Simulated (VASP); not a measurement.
Set up this calculation in VASP 6.6.1, as the native input.

- Task: single point
- Functional: PBE
- Potentials or basis: VASP PAW PBE potentials, release 64 (Tm_3, I), 4f in core
- Cutoff: 500 eV
- k mesh: 3 × 3 × 2
- Occupations: gaussian, width 0.2 eV
- Spin: no spin polarisation
- Dipole correction: no
- Further INCAR settings: ALGO = Normal; EDIFF = 1e-06; NBANDS = 48

The structure of TmI4 lies in POSCAR:

```
TmI4
1.0
    3.7334048168     -7.9469728915      0.0000000000
    3.7334048168      7.9469728915      0.0000000000
    0.0000000000      0.0000000000      6.9082410036
Tm I
2 8
Direct
    0.5000000000      0.5000000000      0.0000000000
    0.0000000000      0.0000000000      0.5000000000
    0.9049803443      0.6808135371      0.1562838987
    0.0950196557      0.3191864629      0.1562838987
    0.1808135371      0.4049803443      0.6562838987
    0.8191864629      0.5950196557      0.6562838987
    0.4049803443      0.1808135371      0.3437161013
    0.5950196557      0.8191864629      0.3437161013
    0.3191864629      0.0950196557      0.8437161013
    0.6808135371      0.9049803443      0.8437161013
```

The cell was generated, and may not be a known phase.

These files were run (other wordings do the same):

INCAR

```
SYSTEM = TmI4
PREC = Accurate
ENCUT = 500
EDIFF = 1E-6
ISMEAR = 0
SIGMA = 0.2
LREAL = .False.
LASPH = .True.
NELM = 200
ALGO = Normal
ISIF = 2
LWAVE = .False.
LCHARG = .False.
GGA = PE
NBANDS = 48
GGA_COMPAT = .False.
LMAXMIX = 6
```

KPOINTS

```
Automatic mesh
0
Gamma
  3 3 2
  0 0 0
```

Potentials or basis: VASP PAW PBE potentials, release 64 (Tm_3, I), 4f in core.

Command:

```sh
$ cat potpaw_PBE.64/Tm_3/POTCAR potpaw_PBE.64/I/POTCAR > POTCAR
$ mpirun -np 1 vasp_std > vasp.out
```

Results of the run:

The pressure is 0.3 GPa. The largest force is 0.027 eV/Å and the band gap on the k mesh is zero (bands 37 and 38 overlap by 1.25 eV).

Caveat: the k points lie up to 0.45 Å⁻¹ apart, too coarse for converged energies and pressures of a metal; spin-orbit coupling is left out, which moves the levels of the heavy elements; the 4f electrons are frozen in the core, so they carry no moment and show no levels; the run has no spin polarisation, though such a crystal can be magnetic.

It took 2.3 min on 1 thread of AMD EPYC 9R45 96-Core Processor (Zen 5), with other jobs on the host, peak memory 0.5 GiB.
